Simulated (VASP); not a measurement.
# AlHg (F-43m) in VASP: notebook

AlHg is run at these levels: PBE; tasks: single point, relaxation of cell and atoms.

Program: VASP 6.6.1. These are calculated values, not measurements. Logs are shortened: lines on timing, memory, paths and dates and some standing lists are left out, and cuts for length are marked.

### 1 The cell of the first run

Symmetry: F-43m, No. 216, cubic system. Conventional cell: a = 6.137 Å, b = 6.137 Å, c = 6.137 Å, α = 90.00°, β = 90.00°, γ = 90.00°. Within 3.5 Å of Al (site symmetry -43m) lie 4 Hg at 2.66 Å. Within 3.5 Å of Hg (site symmetry -43m) lie 4 Al at 2.66 Å.

### 2 Single point, PBE

Contents of INCAR:

```
PREC     = Accurate       # precision mode
ENCUT    = 520            # plane-wave cutoff, eV
EDIFF    = 1E-7           # SCF threshold, eV
ISMEAR   = 0              # smearing method
SIGMA    = 0.1            # smearing width, eV
LREAL    = False          # projectors in reciprocal space
LASPH    = True           # aspherical terms in the spheres
NELM     = 100            # most SCF steps
ALGO     = Normal         # electronic algorithm
ISIF     = 2              # what is computed and relaxed
LWAVE    = False          # write WAVECAR
LCHARG   = False          # write CHGCAR
GGA      = PE             # functional
NBANDS   = 14             # bands
```

Contents of KPOINTS:

```
regular mesh
0
Gamma
  16 16 16
```

Contents of POSCAR:

```
AlHg
1.0
    0.0000000000      3.0685312078      3.0685312078
    3.0685312078      0.0000000000      3.0685312078
    3.0685312078      3.0685312078      0.0000000000
Al Hg
1 1
Direct
    0.0000000000      0.0000000000      0.0000000000
    0.2500000000      0.2500000000      0.2500000000
```

Potentials or basis: VASP PAW PBE potentials, release 64 (Al, Hg).

Launch:

```sh
cat potpaw_PBE.64/Al/POTCAR potpaw_PBE.64/Hg/POTCAR > POTCAR
mpirun -np 1 vasp_std > vasp.out
```

OUTCAR:

```text
PREC = Accurate
   ENCUT = 520
   EDIFF = 1E-7
   ISMEAR = 0
   LREAL = False
   LASPH = True
   NELM = 100
   ISIF = 2
   GGA = PE

 ion  position               nearest neighbor table
   1  0.000  0.000  0.000-   2 2.66   2 2.66   2 2.66   2 2.66
   2  0.250  0.250  0.250-   1 2.66   1 2.66   1 2.66   1 2.66

  LATTYP: Found a face centered cubic cell.
 ALAT       =     6.1370624156

  Lattice vectors:

 A1 = (   0.0000000000,   3.0685312078,   3.0685312078)
 A2 = (   3.0685312078,   0.0000000000,   3.0685312078)
 A3 = (   3.0685312078,   3.0685312078,   0.0000000000)

Analysis of symmetry for initial positions (statically):
=====================================================================
 Subroutine PRICEL returns:
 Original cell was already a primitive cell.

 Routine SETGRP: Setting up the symmetry group for a
 face centered cubic supercell.

 Subroutine GETGRP returns: Found 24 space group operations
 (whereof 24 operations were pure point group operations)
 out of a pool of 48 trial point group operations.

The static configuration has the point symmetry T_d .

Analysis of symmetry for dynamics (positions and initial velocities):
=====================================================================
 Subroutine PRICEL returns:
 Original cell was already a primitive cell.

 Routine SETGRP: Setting up the symmetry group for a
 face centered cubic supercell.

 Subroutine GETGRP returns: Found 24 space group operations
 (whereof 24 operations were pure point group operations)
 out of a pool of 48 trial point group operations.

The dynamic configuration has the point symmetry T_d .

 Subroutine INISYM returns: Found 24 space group operations
 (whereof 24 operations are pure point group operations),
 and found     1 'primitive' translations

----------------------------------------------------------------------------------------

                                     Primitive cell

  volume of cell :      57.7859

  direct lattice vectors                    reciprocal lattice vectors
     0.000000000  3.068531208  3.068531208    -0.162944408  0.162944408  0.162944408
     3.068531208  0.000000000  3.068531208     0.162944408 -0.162944408  0.162944408
     3.068531208  3.068531208  0.000000000     0.162944408  0.162944408 -0.162944408

  length of vectors
     4.339558451  4.339558451  4.339558451     0.282227993  0.282227993  0.282227993

  position of ions in fractional coordinates (direct lattice)
     0.000000000  0.000000000  0.000000000
     0.250000000  0.250000000  0.250000000

  ion indices of the primitive-cell ions
   primitive index   ion index
                 1           1
                 2           2

----------------------------------------------------------------------------------------

 KPOINTS: regular mesh

Automatic generation of k-mesh.
 Grid dimensions read from file:
 generate k-points for:   16   16   16

 Generating k-lattice:

  Cartesian coordinates                     Fractional coordinates (reciprocal lattice)
    -0.010184025  0.010184025  0.010184025     0.062500000  0.000000000  0.000000000
     0.010184025 -0.010184025  0.010184025     0.000000000  0.062500000  0.000000000
     0.010184025  0.010184025 -0.010184025     0.000000000  0.000000000  0.062500000

  Length of vectors
     0.017639250  0.017639250  0.017639250

  Shift w.r.t. Gamma in fractional coordinates (k-lattice)
     0.000000000  0.000000000  0.000000000

 Subroutine IBZKPT returns following result:
 ===========================================

 Found    145 irreducible k-points:

 Following reciprocal coordinates:
            Coordinates               Weight
  0.000000  0.000000  0.000000      1.000000
  0.062500  0.000000  0.000000      8.000000
  0.125000  0.000000  0.000000      8.000000
  0.187500  0.000000  0.000000      8.000000
  0.250000  0.000000  0.000000      8.000000
  0.312500  0.000000  0.000000      8.000000
[... 16 lines left out ...]
 -0.125000  0.062500  0.000000     24.000000
 -0.062500  0.062500  0.000000     12.000000
 [... further k-points ...]
   k-points           NKPTS =    145   k-points in BZ     NKDIM =    145   number of bands    NBANDS=     14
   number of dos      NEDOS =    301   number of ions     NIONS =      2
   total plane-waves  NPLWV =  32768
   dimension x,y,z NGX =    32 NGY =   32 NGZ =   32
   dimension x,y,z NGXF=    64 NGYF=   64 NGZF=   64
   ions per type =               1   1
   NGX,Y,Z   is equivalent  to a cutoff of  12.26, 12.26, 12.26 a.u.
   NGXF,Y,Z  is equivalent  to a cutoff of  24.52, 24.52, 24.52 a.u.
 SYSTEM =  unknown system
   PREC   = accura    normal or accurate (medium, high low for compatibility)
   ISTART =      0    job   : 0-new  1-cont  2-samecut
   ICHARG =      2    charge: 1-file 2-atom 10-const
   ISPIN  =      1    spin polarized calculation?
   LNONCOLLINEAR =      F non collinear calculations
   LSORBIT =      F    spin-orbit coupling
   LASPH  =      T    aspherical Exc in radial PAW
   ENCUT  =  520.0 eV  38.22 Ry    6.18 a.u.   8.07  8.07  8.07*2*pi/ulx,y,z
   NELM   =    100;   NELMIN=  2; NELMDL= -5     # of ELM steps
   EDIFF  = 0.1E-06   stopping-criterion for ELM
   LREAL  =      F    real-space projection
   EDIFFG = 0.1E-05   stopping-criterion for IOM
   NSW    =      0    number of steps for IOM
   IBRION =     -1    ionic relax: 0-MD 1-quasi-New 2-CG
   NFREE  =      0    steps in history (QN), initial steepest desc. (CG)
   ISIF   =      2    stress and relaxation
   ISYM   =      2    0-nonsym 1-usesym 2-fastsym
   POTIM  = 0.5000    time-step for ionic-motion
   TEBEG  =    0.0;   TEEND  =   0.0 temperature during run
   PSTRESS=    0.0 pullay stress
   NELECT =      15.0000    total number of electrons
   NUPDOWN=      -1.0000    fix difference up-down
   EMIN   =  10.00;   EMAX   =-10.00  energy-range for DOS
   EFERMI =   0.00;   METHOD = LEGACY
   ISMEAR =     0;   SIGMA  =   0.10  broadening in eV -4-tet -1-fermi 0-gaus
   EFERMI_NEDOS =   21; number of points for ismear=-14 and -15
   IALGO  =     38    algorithm
   IMIX   =      4    mixing-type and parameters
     AMIX     =   0.40;   BMIX     =  1.00
     AMIX_MAG =   1.60;   BMIX_MAG =  1.00
  volume/ion in A,a.u.               =      28.89       194.98
  Fermi-wavevector in a.u.,A,eV,Ry     =   1.044315  1.973469 14.838420  1.090593
  Thomas-Fermi vector in A             =   2.179062
   LORBIT       =      0    0 simple, 1 ext, 2 COOP (PROOUT), +10 PAW based schemes
   GGA     = PE    functional components
   LHFCALC =     F    Hartree Fock is set to
   AEXX    =    0.0000 exact exchange contribution
   IVDW    =     0    specifies the selected vdW correction
   LEPSILON=     F    determine dielectric tensor
   LRPA    =     F    only Hartree local field effects (RPA)
 non-spin polarized calculation
 Gauss-broadening in eV      SIGMA  =   0.10
  energy-cutoff  :      520.00
  volume of cell :       57.79
 maximum number of plane-waves:      1588
   NGX = 17   NGY = 17   NGZ = 17

 number of electron      15.0000001 magnetization

 Free energy of the ion-electron system (eV)
  ---------------------------------------------------
  ext. energy  EPLUGINS =         0.00000000
  ---------------------------------------------------
  free energy    TOTEN  =        -3.06625341 eV

  energy without entropy =       -3.06024350  energy(sigma->0) =       -3.06324845

 E-fermi :   2.3271     XC(G=0):  -8.7729

 val. band max:        2.3167977639   @ k =   0.4375   0.2500   0.1250
 cond. band min:       2.3438398892   @ k =  -0.3125   0.3750   0.1875
 fundamental gap:      0.0270421253
 Fermi energy:         2.3271462212

 k-point     1 :       0.0000    0.0000    0.0000
  band No.  band energies     occupation
      1      -6.1331      2.00000
      2      -5.4187      2.00000
      3      -5.4187      2.00000
      4      -5.4187      2.00000
      5      -5.0707      2.00000
      6      -5.0707      2.00000
      7       6.1198      0.00000
      8       6.1198      0.00000
      9       6.1198      0.00000
     10       6.8898      0.00000
     11       7.2364      0.00000
     12       7.2364      0.00000
     13       7.2364      0.00000
     14       9.7275      0.00000

 k-point     2 :       0.0625    0.0000    0.0000
  band No.  band energies     occupation
      1      -6.0981      2.00000
      2      -5.4137      2.00000
      3      -5.4137      2.00000
      4      -5.4095      2.00000
      5      -5.0713      2.00000
      6      -5.0713      2.00000
      7       5.2472      0.00000
      8       5.9522      0.00000
      9       5.9522      0.00000
     10       6.9765      0.00000
     11       7.4195      0.00000
     12       7.4195      0.00000
     13       7.8063      0.00000
     14      10.0430      0.00000

 k-point     3 :       0.1250    0.0000    0.0000
  band No.  band energies     occupation
      1      -6.0051      2.00000
      2      -5.3997      2.00000
      3      -5.3997      2.00000
      4      -5.3692      2.00000
      5      -5.0720      2.00000
      6      -5.0720      2.00000
      7       4.0232      0.00000
      8       5.6211      0.00000
      9       5.6211      0.00000
     10       6.7884      0.00000
     11       7.7806      0.00000
     12       7.7806      0.00000
     13       8.6837      0.00000
     14      10.7473      0.00000

 k-point     4 :       0.1875    0.0000    0.0000
  band No.  band energies     occupation
      1      -5.8960      2.00000
      2      -5.3805      2.00000
      3      -5.3805      2.00000
      4      -5.2556      2.00000
      5      -5.0710      2.00000
      6      -5.0710      2.00000
      7       2.8064      0.00000
      8       5.2757      0.00000
      9       5.2757      0.00000
     10       6.5738      0.00000
     11       8.1190      0.00000
     12       8.1190      0.00000
     13       9.4889      0.00000
     14      11.0504      0.00000

 k-point     5 :       0.2500    0.0000    0.0000
  band No.  band energies     occupation
      1      -5.8252      2.00000
      2      -5.3611      2.00000
      3      -5.3611      2.00000
      4      -5.0658      2.00000
      5      -5.0658      2.00000
      6      -5.0150      2.00000
      7       1.6489      2.00000
      8       4.9632      0.00000
      9       4.9632      0.00000
     10       6.3853      0.00000
     11       8.3239      0.00000
[... 276 lines left out ...]
 k-point    22 :      -0.1875    0.0625    0.0000
  band No.  band energies     occupation
      1      -5.8505      2.00000
      2      -5.3727      2.00000
      3      -5.3688      2.00000
      4      -5.1779      2.00000
      5      -5.0825      2.00000
      6      -5.0464      2.00000
      7       2.4073      0.25705
      8       4.4227      0.00000
      9       5.4312      0.00000
     10       6.8712      0.00000
     11       7.9466      0.00000
     12       8.3680      0.00000
     13       9.6477      0.00000
     14      11.0328      0.00000

 k-point    23 :      -0.1250    0.0625    0.0000
  band No.  band energies     occupation
      1      -5.9443      2.00000
      2      -5.3927      2.00000
      3      -5.3881      2.00000
      4      -5.3265      2.00000
      5      -5.0812      2.00000
      6      -5.0616      2.00000
      7       3.5684      0.00000
      8       4.7555      0.00000
      9       5.7744      0.00000
     10       7.0640      0.00000
     11       7.6248      0.00000
     12       8.0131      0.00000
     13       9.1349      0.00000
     14      11.1527      0.00000

 k-point    24 :      -0.0625    0.0625    0.0000
  band No.  band energies     occupation
      1      -6.0435      2.00000
      2      -5.4076      2.00000
      3      -5.4040      2.00000
      4      -5.3898      2.00000
      5      -5.0766      2.00000
      6      -5.0670      2.00000
      7       4.6406      0.00000
      8       5.2378      0.00000
      9       6.0097      0.00000
     10       7.1514      0.00000
     11       7.3704      0.00000
     12       7.6371      0.00000
     13       8.4556      0.00000
     14      10.4944      0.00000

 [... further k-points ...]

------------------------ aborting loop because EDIFF is reached ----------------------------------------

  FORCE on cell =-STRESS in cart. coord.  units (eV):
  Direction    XX          YY          ZZ          XY          YZ          ZX
  --------------------------------------------------------------------------------------
  -------------------------------------------------------------------------------------
  Total        0.0159734      0.0159734      0.0159734     -0.0000000     -0.0000000      0.0000000
  in kB        0.4428793      0.4428793      0.4428793     -0.0000000     -0.0000000      0.0000000
  external PRESSURE =       0.4428793 kB  Pullay stress =       0.0000000 kB

 VOLUME and BASIS-vectors are now :
 -----------------------------------------------------------------------------
  energy-cutoff  :      520.00
  volume of cell :       57.79
      direct lattice vectors                 reciprocal lattice vectors
     0.000000000  3.068531208  3.068531208    -0.162944408  0.162944408  0.162944408
     3.068531208  0.000000000  3.068531208     0.162944408 -0.162944408  0.162944408
     3.068531208  3.068531208  0.000000000     0.162944408  0.162944408 -0.162944408

 POSITION                                       TOTAL-FORCE (eV/Angst)
 -----------------------------------------------------------------------------------
      0.00000      0.00000      0.00000         0.000000      0.000000     -0.000000
      1.53427      1.53427      1.53427        -0.000000     -0.000000      0.000000
 -----------------------------------------------------------------------------------
    total drift:                                0.000000      0.000000      0.000000

  FREE ENERGIE OF THE ION-ELECTRON SYSTEM (eV)
  ---------------------------------------------------
  free  energy   TOTEN  =        -3.0662534072 eV

  energy  without entropy=       -3.0602434995  energy(sigma->0) =       -3.06324845
```

It took 27 s on 1 thread of Intel Xeon 6975P-C (Granite Rapids), shared host; peak memory 0.26 GiB.

Results:

```yaml
Free_energy: -3.0663 eV
Pressure: 0.0 GPa
```

Levels at points of the mesh, in eV from the Fermi level:
```tsv
k point	band 4	band 5	band 6	band 7	band 8	band 9	band 10	band 11
(0.00, 0.00, 0.00)	-7.75	-7.40	-7.40	3.79	3.79	3.79	4.56	4.91
(0.50, 0.00, 0.00)	-7.36	-7.36	-5.83	-3.78	2.02	2.02	3.72	5.94
(0.50, 0.50, 0.00)	-7.47	-7.29	-4.84	-3.87	0.09	0.09	3.07	3.71
```

Caveat: spin-orbit coupling is left out, which moves the levels of the heavy elements.

[end of part 1 of 2]
